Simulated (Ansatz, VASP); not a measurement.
CaO: VASP beside Ansatz

The input POSCAR:

```
CaO
1.0
    0.0437930933      2.6067317416      2.6067317416
    2.6067317416      0.0437930933      2.6067317416
    2.6505248349      2.6505248349      0.0000000000
Ca O
1 1
Direct
    0.0029844301      0.0029844301     -0.0029844301
    0.2470155699      0.2470155699      0.2529844301
```

File INCAR.step1:

```
PREC = Accurate ; ENCUT = 520
ISMEAR = 0 ; SIGMA = 0.01
LREAL = F ; LASPH = T
NELM = 60 ; NBANDS = 15
GGA = PE ; ALGO = Normal
EDIFF = 1E-4 ; LWAVE = T
LCHARG = F
```

INCAR.step2

```
PREC = Accurate ; ENCUT = 520
EDIFF = 1E-6 ; ISMEAR = 0
SIGMA = 0.01 ; LREAL = F
LASPH = T ; NELM = 60
ALGO = Normal ; ISIF = 2
LWAVE = F ; LCHARG = F
METAGGA = R2SCAN ; LMIXTAU = T
NBANDS = 15 ; ISTART = 1
```

File KPOINTS:

```
regular mesh
0
Gamma
  8 8 8
```

Input for Ansatz:

```yaml
crystal:
  lattice:
    - [0.0437930933, 2.6067317416, 2.6067317416]
    - [2.6067317416, 0.0437930933, 2.6067317416]
    - [2.6505248349, 2.6505248349, 0.0]
  atoms:
    - { symbol: Ca, position: [0.0029844301, 0.0029844301, -0.0029844301] }
    - { symbol: O, position: [0.2470155699, 0.2470155699, 0.2529844301] }
kpoints:
  mp_grid: { grid: [8, 8, 8] }
  band_path:
    path:
      - [0.0, 0.0, 0.0]
      - [-0.5, -0.5, 0.0]
      - [-0.375, -0.375, 0.25]
      - [-0.375, 0.0, 0.375]
      - [0.0, 0.0, 0.5]
      - [-0.5, -0.25, 0.25]
    npoints: 1
hamiltonian:
  xc: r2scan
scf:
  occupations: { method: fixed }
  n_extra_bands: 4
output:
  forces: true
  stress: true
  eigenvalues: true
```

Change from the starting cell: shear_xy strain +3.4%.

Alike in both runs: task single point; functional r2SCAN; k mesh 8 × 8 × 8; no spin polarisation.

|  | VASP | Ansatz |
| --- | --- | --- |
| version | VASP 6.6.1 | Ansatz 0.2.0 |
| potentials or method | VASP PAW PBE potentials, release 64 (Ca_sv, O) | plane waves, PAW |
| plane-wave cutoff (eV) | 520 | 500 |
| occupations | gaussian, width 0.01 eV | fixed |
| valence electrons in the cell | 16 | 16 |

```tsv
	VASP	Ansatz	Ansatz less VASP
gap on the k mesh at the Fermi level (eV)	3.69	3.72	+0.025
pressure (GPa)	0.9	-0.1	-0.93
traceless stress, the component that is largest in VASP (GPa)	-1.29	-1.28	+0.007
rms of the force components (eV/Å)	0.006	0.000	-0.0055
```

VASP's potentials were made for PBE, not for r2SCAN. Atom by atom the forces differ by 0.005 eV/Å (rms over components).
